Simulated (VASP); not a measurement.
TiN:

```xyz
2
Lattice="0.0000 2.1200 2.1200 2.1200 0.0000 2.1200 2.1200 2.1200 0.0000" Properties=species:S:1:pos:R:3 pbc="T T T"
Ti    0.0000    0.0000    0.0000
N     2.1200    2.1200    2.1200
```

Base run:

```yaml
Program: VASP 6.6.1
Functional: r2SCAN
Potentials_or_basis: VASP PAW PBE potentials, release 64 (Ti_sv, N)
Cutoff: 520 eV
k_mesh: 16 × 16 × 16
Occupations: fermi-dirac, width 0.025 eV
Spin: no spin polarisation
```

Its results: pressure -0.1 GPa.

Question: The run is repeated on the same cell with these changes: functional from r2SCAN to PBE. What comes out?

Answer: Pressure 1.8 GPa.

Caveats: the PAW data sets were made with another functional, which shifts forces and pressure a little (some runs).
